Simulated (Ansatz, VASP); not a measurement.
**One calculation of InP, two programs**

```
CELL_PARAMETERS angstrom
0.00000 2.73107 2.73107
2.73107 0.00000 2.73107
2.73107 2.73107 0.00000
ATOMIC_POSITIONS crystal
In 0.00000 0.00000 0.00000
P 0.50000 0.50000 0.50000
```

Alike in both runs: functional PBEsol; k mesh 14 × 14 × 14; occupations fermi-dirac, width 0.15 eV; no spin polarisation.

Ansatz relaxed the structure, and its values are those at the end. VASP's run is a single point on that final structure, the one shown.

|  | VASP | Ansatz |
| --- | --- | --- |
| version | VASP 6.6.1 | Ansatz 0.2.0 |
| potentials or method | VASP PAW PBE potentials, release 64 (In_d, P), cutoff 520 eV | scalar-relativistic, plane waves, PAW |
| valence electrons in the cell | 18 | 18 |

|  | VASP | Ansatz | Ansatz less VASP |
| --- | --- | --- | --- |
| gap on the k mesh at the Fermi level (eV) | none | none | - |
| pressure (GPa) | 0.0 | 0.0 | -0.03 |

VASP's potentials were made for PBE, not for PBEsol. A gap of «none» marks a metal or a gap that the smearing closes.
